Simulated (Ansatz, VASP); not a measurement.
## Two plane-wave programs on B3Pd

```xyz
4
Lattice="-2.1428 2.1428 2.1428 2.1428 -2.1428 2.1428 2.1428 2.1428 -2.1428" Properties=species:S:1:pos:R:3 pbc="T T T"
B     2.1428    0.0000    0.0000
B     0.0000    2.1428    0.0000
B     0.0000    0.0000    2.1428
Pd    0.0000    0.0000    0.0000
```

Alike in both runs: functional PBE; k mesh 6 × 6 × 6; occupations gaussian, width 0.2 eV; no spin polarisation.

Ansatz relaxed the structure, and its values are those at the end. VASP's run is a single point on that final structure, the one shown.

```csv
,VASP,Ansatz
version,VASP 6.6.1,Ansatz 0.2.0
potentials or method,"VASP PAW PBE potentials, release 64 (B, Pd), cutoff 500 eV","scalar-relativistic, plane waves, PAW"
valence electrons in the cell,19,27
```

```csv
,VASP,Ansatz,Ansatz less VASP
gap on the k mesh at the Fermi level (eV),none,none,-
pressure (GPa),0.7,0.6,-0.07
```

A gap of «none» marks a metal or a gap that the smearing closes. VASP's potentials hold 19 valence electrons a cell and Ansatz's 27, so a difference there can come from the potentials and not from the codes.
